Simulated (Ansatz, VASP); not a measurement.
One calculation of Ge, two programs

```xyz
1
Lattice="1.3971 -2.6005 0.0000 1.3971 2.6005 0.0000 0.0000 0.0000 2.6982" Properties=species:S:1:pos:R:3 pbc="T T T"
Ge    1.3971    0.0000    0.0000
```

Alike in both runs: task relaxation of cell and atoms; functional PBEsol; k mesh 12 × 12 × 11; occupations fermi-dirac, width 0.15 eV; no spin polarisation.

|  | VASP | Ansatz |
| --- | --- | --- |
| version | VASP 6.6.1 | Ansatz 0.2.0 |
| potentials or method | VASP PAW PBE potentials, release 64 (Ge_d) | plane waves, PAW |
| plane-wave cutoff (eV) | 600 | 420 |
| valence electrons in the cell | 14 | 14 |

|  | VASP | Ansatz | Ansatz less VASP |
| --- | --- | --- | --- |
| gap on the k mesh at the Fermi level, each at its own relaxed structure (eV) | none | none | - |
| relaxed volume (Å³/atom) | 18.40 | 18.38 | -0.015 |
| relaxed length of the cell vector where the two differ most in proportion (Å) | 2.662 | 2.661 | -0.0011 |

VASP's potentials were made for PBE, not for PBEsol. A gap of «none» marks a metal or a gap that the smearing closes.
